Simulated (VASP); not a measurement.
# Si5Mo2 in VASP: single point with PBEsol

Aim: the single point of Si5Mo2 with PBEsol.

Everything below comes from runs of VASP 6.6.1. Logs are shortened: lines on timing, memory, paths and dates and some standing lists are left out, and cuts for length are marked.

**1. The cell of the first run**

The cell holds a slab with vacuum, 7 atoms: a = 3.190 Å, b = 3.190 Å, c = 25.491 Å, α = 90.00°, β = 90.00°, γ = 90.00°.

**2. Single point, PBEsol**

The input, INCAR:

```
ALGO     = Normal         # electronic algorithm
DIPOL    = 0.5 0.5 0.487
EDIFF    = 1E-7           # SCF threshold, eV
ENCUT    = 520            # plane-wave cutoff, eV
GGA      = PS             # functional
IDIPOL   = 3            
ISIF     = 2              # what is computed and relaxed
ISMEAR   = 0              # smearing method
LASPH    = T              # aspherical terms in the spheres
LCHARG   = F              # write CHGCAR
LDIPOL   = T            
LREAL    = F              # projectors in reciprocal space
LWAVE    = F              # write WAVECAR
NBANDS   = 33             # bands
NELM     = 80             # most SCF steps
PREC     = Accurate       # precision mode
SIGMA    = 0.1            # smearing width, eV
```

The input, KPOINTS:

```
k-points
0
Gamma
  9 9 1
```

The input, POSCAR:

```
Si5Mo2
1.0
    3.1900701700      0.0000000000      0.0000000000
    0.0000000000      3.1900701700      0.0000000000
    0.0000000000      0.0000000000     25.4908154018
Si Mo
5 2
Direct
    0.0000000000      0.0000000000      0.3334534367
    0.0000000000      0.0000000000      0.4346712031
    0.5000000000      0.5000000000      0.4838931761
    0.5000000000      0.5000000000      0.5828412971
    0.0000000000      0.5000000000      0.6515885648
    0.5000000000      0.5000000000      0.3840623200
    0.0000000000      0.0000000000      0.5366446909
```

Potentials or basis: VASP PAW PBE potentials, release 64 (Si, Mo_sv).

The run is started by

```sh
$ cat potpaw_PBE.64/Si/POTCAR potpaw_PBE.64/Mo_sv/POTCAR > POTCAR
$ mpirun -np 1 vasp_std > vasp.out
```

OUTCAR:

```text
EDIFF = 1E-7
   ENCUT = 520
   GGA = PS
   ISIF = 2
   ISMEAR = 0
   LASPH = T
   LREAL = F
   NELM = 80
   PREC = Accurate

 ion  position               nearest neighbor table
   1  0.000  0.000  0.333-   2 2.58   6 2.60   6 2.60   6 2.60   6 2.60
   2  0.000  0.000  0.435-   1 2.58   3 2.58   3 2.58   3 2.58   3 2.58   6 2.60   6 2.60   6 2.60
                             6 2.60   7 2.60
   3  0.500  0.500  0.484-   4 2.52   6 2.54   2 2.58   2 2.58   2 2.58   2 2.58   7 2.63   7 2.63
                             7 2.63   7 2.63
   4  0.500  0.500  0.583-   5 2.37   5 2.37   3 2.52   7 2.54   7 2.54   7 2.54   7 2.54
   5  0.000  0.500  0.652-   4 2.37   4 2.37
   6  0.500  0.500  0.384-   3 2.54   2 2.60   2 2.60   2 2.60   2 2.60   1 2.60   1 2.60   1 2.60
                             1 2.60
   7  0.000  0.000  0.537-   4 2.54   4 2.54   4 2.54   4 2.54   2 2.60   3 2.63   3 2.63   3 2.63
                             3 2.63

  LATTYP: Found a simple tetragonal cell.
 ALAT       =     3.1900701700
 C/A-ratio  =     7.9906754533

  Lattice vectors:

 A1 = (   3.1900701700,   0.0000000000,   0.0000000000)
 A2 = (   0.0000000000,   3.1900701700,   0.0000000000)
 A3 = (   0.0000000000,   0.0000000000,  25.4908154018)

Analysis of symmetry for initial positions (statically):
=====================================================================
 Subroutine PRICEL returns:
 Original cell was already a primitive cell.

 Routine SETGRP: Setting up the symmetry group for a
 simple tetragonal supercell.

 Subroutine GETGRP returns: Found  4 space group operations
 (whereof  4 operations were pure point group operations)
 out of a pool of 16 trial point group operations.

The static configuration has the point symmetry C_2v.

Analysis of symmetry for dynamics (positions and initial velocities):
=====================================================================
 Subroutine PRICEL returns:
 Original cell was already a primitive cell.

 Routine SETGRP: Setting up the symmetry group for a
 simple tetragonal supercell.

 Subroutine GETGRP returns: Found  4 space group operations
 (whereof  4 operations were pure point group operations)
 out of a pool of 16 trial point group operations.

The dynamic configuration has the point symmetry C_2v.

 Subroutine INISYM returns: Found  4 space group operations
 (whereof  4 operations are pure point group operations),
 and found     1 'primitive' translations

----------------------------------------------------------------------------------------

                                     Primitive cell

  volume of cell :     259.4085

  direct lattice vectors                    reciprocal lattice vectors
     3.190070170  0.000000000  0.000000000     0.313472728  0.000000000  0.000000000
     0.000000000  3.190070170  0.000000000     0.000000000  0.313472728  0.000000000
     0.000000000  0.000000000 25.490815402     0.000000000  0.000000000  0.039229816

  length of vectors
     3.190070170  3.190070170 25.490815402     0.313472728  0.313472728  0.039229816

  position of ions in fractional coordinates (direct lattice)
     0.000000000  0.000000000  0.333453437
     0.000000000  0.000000000  0.434671203
     0.500000000  0.500000000  0.483893176
     0.500000000  0.500000000  0.582841297
     0.000000000  0.500000000  0.651588565
     0.500000000  0.500000000  0.384062320
     0.000000000  0.000000000  0.536644691

  ion indices of the primitive-cell ions
   primitive index   ion index
                 1           1
                 2           2
                 3           3
                 4           4
                 5           5
                 6           6
                 7           7

----------------------------------------------------------------------------------------

 KPOINTS: k-points

Automatic generation of k-mesh.
 Grid dimensions read from file:
 generate k-points for:    9    9    1

 Generating k-lattice:

  Cartesian coordinates                     Fractional coordinates (reciprocal lattice)
     0.034830303  0.000000000  0.000000000     0.111111111  0.000000000  0.000000000
     0.000000000  0.034830303  0.000000000     0.000000000  0.111111111  0.000000000
     0.000000000  0.000000000  0.039229816     0.000000000  0.000000000  1.000000000

  Length of vectors
     0.034830303  0.034830303  0.039229816

  Shift w.r.t. Gamma in fractional coordinates (k-lattice)
     0.000000000  0.000000000  0.000000000

 Subroutine IBZKPT returns following result:
 ===========================================

 Found     25 irreducible k-points:

 Following reciprocal coordinates:
            Coordinates               Weight
  0.000000  0.000000  0.000000      1.000000
  0.111111  0.000000  0.000000      2.000000
  0.000000  0.111111  0.000000      2.000000
  0.222222  0.000000  0.000000      2.000000
  0.000000  0.222222  0.000000      2.000000
  0.333333  0.000000  0.000000      2.000000
[... 16 lines left out ...]
  0.444444  0.333333  0.000000      4.000000
 -0.333333  0.444444  0.000000      4.000000
   k-points           NKPTS =     25   k-points in BZ     NKDIM =     25   number of bands    NBANDS=     33
   number of dos      NEDOS =    301   number of ions     NIONS =      7
   total plane-waves  NPLWV = 110592
   dimension x,y,z NGX =    24 NGY =   24 NGZ =  192
   dimension x,y,z NGXF=    48 NGYF=   48 NGZF=  384
   ions per type =               5   2
   NGX,Y,Z   is equivalent  to a cutoff of  12.51, 12.51, 12.52 a.u.
   NGXF,Y,Z  is equivalent  to a cutoff of  25.01, 25.01, 25.04 a.u.
 SYSTEM =  unknown system
   PREC   = accura    normal or accurate (medium, high low for compatibility)
   ISTART =      0    job   : 0-new  1-cont  2-samecut
   ICHARG =      2    charge: 1-file 2-atom 10-const
   ISPIN  =      1    spin polarized calculation?
   LNONCOLLINEAR =      F non collinear calculations
   LSORBIT =      F    spin-orbit coupling
   LASPH  =      T    aspherical Exc in radial PAW
   ENCUT  =  520.0 eV  38.22 Ry    6.18 a.u.   5.93  5.93 47.40*2*pi/ulx,y,z
   NELM   =     80;   NELMIN=  2; NELMDL= -5     # of ELM steps
   EDIFF  = 0.1E-06   stopping-criterion for ELM
   LREAL  =      F    real-space projection
   EDIFFG = 0.1E-05   stopping-criterion for IOM
   NSW    =      0    number of steps for IOM
   IBRION =     -1    ionic relax: 0-MD 1-quasi-New 2-CG
   NFREE  =      0    steps in history (QN), initial steepest desc. (CG)
   ISIF   =      2    stress and relaxation
   ISYM   =      2    0-nonsym 1-usesym 2-fastsym
   POTIM  = 0.5000    time-step for ionic-motion
   TEBEG  =    0.0;   TEEND  =   0.0 temperature during run
   PSTRESS=    0.0 pullay stress
   NELECT =      48.0000    total number of electrons
   NUPDOWN=      -1.0000    fix difference up-down
   EMIN   =  10.00;   EMAX   =-10.00  energy-range for DOS
   EFERMI =   0.00;   METHOD = LEGACY
   ISMEAR =     0;   SIGMA  =   0.10  broadening in eV -4-tet -1-fermi 0-gaus
   EFERMI_NEDOS =   21; number of points for ismear=-14 and -15
   IALGO  =     38    algorithm
   IMIX   =      4    mixing-type and parameters
     AMIX     =   0.40;   BMIX     =  1.00
     AMIX_MAG =   1.60;   BMIX_MAG =  1.00
  volume/ion in A,a.u.               =      37.06       250.08
  Fermi-wavevector in a.u.,A,eV,Ry     =   0.932883  1.762893 11.840751  0.870271
  Thomas-Fermi vector in A             =   2.059527
   LORBIT       =      0    0 simple, 1 ext, 2 COOP (PROOUT), +10 PAW based schemes
   GGA     = PS    functional components
   LHFCALC =     F    Hartree Fock is set to
   AEXX    =    0.0000 exact exchange contribution
   IVDW    =     0    specifies the selected vdW correction
   LEPSILON=     F    determine dielectric tensor
   LRPA    =     F    only Hartree local field effects (RPA)
 non-spin polarized calculation
 Gauss-broadening in eV      SIGMA  =   0.10
  energy-cutoff  :      520.00
  volume of cell :      259.41
 maximum number of plane-waves:      7052
   NGX = 11   NGY = 11   NGZ = 95

 dipolmoment           0.000000      0.000000     -0.001300 electrons x Angstroem

 number of electron      48.0000007 magnetization

 dipolmoment           0.000000      0.000000      0.003295 electrons x Angstroem

 Free energy of the ion-electron system (eV)
  ---------------------------------------------------
  ext. energy  EPLUGINS =         0.00000000
  ---------------------------------------------------
  free energy    TOTEN  =       -52.29787574 eV

  energy without entropy =      -52.28420654  energy(sigma->0) =      -52.29104114

 E-fermi :   1.4540     XC(G=0):  -5.3554

 val. band max:        1.4156048244   @ k =   0.0000   0.1111   0.0000
 cond. band min:       1.4995138062   @ k =   0.3333   0.3333   0.0000
 fundamental gap:      0.0839089818
 Fermi energy:         1.4539536789

 k-point     1 :       0.0000    0.0000    0.0000
  band No.  band energies     occupation
      1     -59.1402      2.00000
      2     -58.9883      2.00000
      3     -33.2993      2.00000
      4     -33.2793      2.00000
      5     -33.2562      2.00000
      6     -33.1846      2.00000
[... 25 lines left out ...]
     32       5.3730      0.00000
     33       5.5034      0.00000

 k-point     2 :       0.1111    0.0000    0.0000
  band No.  band energies     occupation
      1     -59.1379      2.00000
      2     -58.9860      2.00000
      3     -33.3118      2.00000
      4     -33.2954      2.00000
      5     -33.2531      2.00000
      6     -33.1808      2.00000
[... 25 lines left out ...]
     32       5.6697      0.00000
     33       5.9315      0.00000

 k-point     3 :       0.0000    0.1111    0.0000
  band No.  band energies     occupation
      1     -59.1379      2.00000
      2     -58.9860      2.00000
      3     -33.2954      2.00000
      4     -33.2889      2.00000
      5     -33.2761      2.00000
      6     -33.1808      2.00000
[... 25 lines left out ...]
     32       5.6033      0.00000
     33       5.8488      0.00000

 k-point     4 :       0.2222    0.0000    0.0000
  band No.  band energies     occupation
      1     -59.1321      2.00000
      2     -58.9803      2.00000
      3     -33.3933      2.00000
      4     -33.2854      2.00000
      5     -33.2451      2.00000
      6     -33.1985      2.00000
[... 25 lines left out ...]
     32       5.8924      0.00000
     33       6.3025      0.00000

 k-point     5 :       0.0000    0.2222    0.0000
  band No.  band energies     occupation
      1     -59.1321      2.00000
      2     -58.9803      2.00000
      3     -33.3710      2.00000
      4     -33.2852      2.00000
      5     -33.2681      2.00000
      6     -33.2010      2.00000
[... 604 lines left out ...]
 k-point    22 :       0.3333    0.3333    0.0000
  band No.  band energies     occupation
      1     -59.1111      2.00000
      2     -58.9597      2.00000
      3     -33.4555      2.00000
      4     -33.4326      2.00000
      5     -33.2649      2.00000
      6     -33.2575      2.00000
[... 25 lines left out ...]
     32       5.1760      0.00000
     33       5.5922      0.00000

 k-point    23 :       0.4444    0.3333    0.0000
  band No.  band energies     occupation
      1     -59.1069      2.00000
      2     -58.9555      2.00000
      3     -33.5113      2.00000
      4     -33.4244      2.00000
      5     -33.3153      2.00000
      6     -33.2539      2.00000
[... 25 lines left out ...]
     32       5.0532      0.00000
     33       5.3686      0.00000

 k-point    24 :      -0.3333    0.4444    0.0000
  band No.  band energies     occupation
      1     -59.1069      2.00000
      2     -58.9555      2.00000
      3     -33.4899      2.00000
      4     -33.4461      2.00000
      5     -33.3179      2.00000
      6     -33.2514      2.00000
[... 25 lines left out ...]
     32       4.8546      0.00000
     33       5.3191      0.00000

 [... further k-points ...]

------------------------ aborting loop because EDIFF is reached ----------------------------------------

 vacuum level on the upper side and lower side of the slab       (xc-potential included)        -0.034        -0.054

  FORCE on cell =-STRESS in cart. coord.  units (eV):
  Direction    XX          YY          ZZ          XY          YZ          ZX
  --------------------------------------------------------------------------------------
  -------------------------------------------------------------------------------------
  Total        1.0360763     -2.1460699     -1.2076585      0.0000000      0.0000000      0.0000000
  in kB        6.3990884    -13.2547103     -7.4588270      0.0000000      0.0000000      0.0000000
  external PRESSURE =      -4.7714830 kB  Pullay stress =       0.0000000 kB

 VOLUME and BASIS-vectors are now :
 -----------------------------------------------------------------------------
  energy-cutoff  :      520.00
  volume of cell :      259.41
      direct lattice vectors                 reciprocal lattice vectors
     3.190070170  0.000000000  0.000000000     0.313472728  0.000000000  0.000000000
     0.000000000  3.190070170  0.000000000     0.000000000  0.313472728  0.000000000
     0.000000000  0.000000000 25.490815402     0.000000000  0.000000000  0.039229816

 POSITION                                       TOTAL-FORCE (eV/Angst)
 -----------------------------------------------------------------------------------
      0.00000      0.00000      8.50000         0.000000      0.000000      0.536598
      0.00000      0.00000     11.08012         0.000000      0.000000     -0.473509
      1.59504      1.59504     12.33483         0.000000      0.000000      0.016710
      1.59504      1.59504     14.85710         0.000000      0.000000      0.006958
      0.00000      1.59504     16.60952         0.000000      0.000000      0.006999
      1.59504      1.59504      9.79006         0.000000      0.000000     -0.091588
      0.00000      0.00000     13.67951         0.000000      0.000000     -0.002168
 -----------------------------------------------------------------------------------
    total drift:                                0.000000      0.000000     -0.000070

  FREE ENERGIE OF THE ION-ELECTRON SYSTEM (eV)
  ---------------------------------------------------
  free  energy   TOTEN  =       -52.2978757372 eV

  energy  without entropy=      -52.2842065445  energy(sigma->0) =      -52.29104114

 vacuum level on the upper side and lower side of the slab         6.032         5.977
```

Wall time 9.2 min (1 thread of Intel Xeon 8259CL, shared host); peak memory 0.43 GiB.

Results:

- Free energy: -52.2979 eV
- Largest force: 0.537 eV/Å
- Band gap on the k mesh: zero (bands 24 and 25 overlap by 0.71 eV)

Forces in eV/Å, atoms in the order of the input:
```
Si   0.000  0.000  0.537
Si   0.000  0.000 -0.474
Si   0.000  0.000  0.017
Si   0.000  0.000  0.007
Si   0.000  0.000  0.007
Mo   0.000  0.000 -0.092
Mo   0.000  0.000 -0.002
```

Levels at points of the mesh, in eV from the Fermi level:
```csv
k point,band 21,band 22,band 23,band 24,band 25,band 26,band 27,band 28
"(0.00, 0.00, 0.00)",-0.89,0.33,0.35,0.54,0.66,0.80,1.14,2.26
```

Caveat: the PAW data sets were made with another functional, which shifts forces and pressure a little.
